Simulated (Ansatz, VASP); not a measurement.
# One calculation of B, two programs

```
CELL_PARAMETERS angstrom
2.39686 0.00000 0.00000
-1.19843 2.07574 0.00000
0.00000 0.00000 9.25692
ATOMIC_POSITIONS crystal
B 0.33333 0.66667 0.78087
B 0.66667 0.33333 0.92419
B 0.33333 0.66667 0.07581
B 0.66667 0.33333 0.21913
B 0.33333 0.66667 0.36044
B 0.00000 0.00000 0.50000
B 0.66667 0.33333 0.63956
```

Alike in both runs: functional PBE; k mesh 6 × 6 × 2; occupations gaussian, width 0.1 eV; no spin polarisation.

Ansatz relaxed the structure, and its values are those at the end. VASP's run is a single point on that final structure, the one shown.

```csv
,VASP,Ansatz
version,VASP 6.6.1,Ansatz 0.2.0
potentials or method,"VASP PAW PBE potentials, release 64 (B), cutoff 520 eV","scalar-relativistic, plane waves, PAW"
valence electrons in the cell,21,21
```

|  | VASP | Ansatz | Ansatz less VASP |
| --- | --- | --- | --- |
| gap on the k mesh at the Fermi level (eV) | none | none | - |
| pressure (GPa) | -0.1 | -0.1 | +0.05 |
| rms of the force components (eV/Å) | 0.006 | 0.006 | -0.0001 |

A gap of «none» marks a metal or a gap that the smearing closes.

The k mesh is coarse, so the values compare programs but aren't converged.
